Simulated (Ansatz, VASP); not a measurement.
InGa3AsP in VASP and in Ansatz

```
CELL_PARAMETERS angstrom
5.84963 0.00000 0.00000
-2.92481 5.06593 0.00000
0.00000 0.00000 4.38787
ATOMIC_POSITIONS crystal
In 0.33333 0.66667 0.00000
Ga 0.50051 0.00102 0.50000
Ga 0.99898 0.49949 0.50000
Ga 0.50051 0.49949 0.50000
P 0.66667 0.33333 0.00000
As 0.00000 0.00000 0.00000
```

Change from the starting cell: species swapped into the LaMnAlNi3 type (P-6m2, No. 187).

Alike in both runs: task single point; functional PBE; k mesh 3 × 3 × 4; occupations gaussian, width 0.1 eV; no spin polarisation.

```csv
,VASP,Ansatz
version,VASP 6.6.1,Ansatz 0.2.0
potentials or method,"VASP PAW PBE potentials, release 64 (In_d, Ga_d, P, As), cutoff 520 eV","scalar-relativistic, plane waves, PAW"
valence electrons in the cell,62,72
```

Ansatz gave:

* gap on the k mesh at the Fermi level (eV): none
* pressure (GPa): -0.3
* traceless stress, the component that is largest in VASP (GPa): 0.93
* rms of the force components (eV/Å): 0.199

**Question.** What did VASP give for the same quantities?

**Answer.** gap on the k mesh at the Fermi level (eV): none; pressure (GPa): -0.2; traceless stress, the component that is largest in VASP (GPa): 0.95; rms of the force components (eV/Å): 0.199.

Atom by atom the forces differ by 0.000 eV/Å (rms over components). A gap of «none» marks a metal or a gap that the smearing closes. The functional is the same, so the differences come from potentials, cutoffs and numerics. VASP's potentials hold 62 valence electrons a cell and Ansatz's 72, so a difference there can come from the potentials and not from the codes.

The k mesh is coarse, so the values compare programs but aren't converged.
